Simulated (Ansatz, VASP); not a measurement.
# One calculation of Pd, two programs

```
Pd
1.0
     2.79032    0.00000    0.00000
     0.00000    3.94610    0.00000
     0.00000    0.00000   20.18550
Pd
4
Direct
  0.25000 0.25000 0.39632
  0.75000 0.75000 0.46544
  0.25000 0.25000 0.53456
  0.75000 0.75000 0.60368
```

Alike in both runs: task single point; functional PBE; k mesh 12 × 8 × 1; occupations fermi-dirac, width 0.1 eV; no spin polarisation.

|  | VASP | Ansatz |
| --- | --- | --- |
| version | VASP 6.6.1 | Ansatz 0.2.0 |
| potentials or method | VASP PAW PBE potentials, release 64 (Pd) | PAW with Ansatz's default frozen-core files, scalar-relativistic |
| plane-wave cutoff (eV) | 520 | 420 |
| valence electrons in the cell | 40 | 72 |

|  | VASP | Ansatz | Ansatz less VASP |
| --- | --- | --- | --- |
| rms of the force components (eV/Å) | 0.186 | 0.182 | -0.0036 |

Atom by atom the forces differ by 0.007 eV/Å (rms over components). VASP's potentials hold 40 valence electrons a cell and Ansatz's 72, so a difference there can come from the potentials and not from the codes.
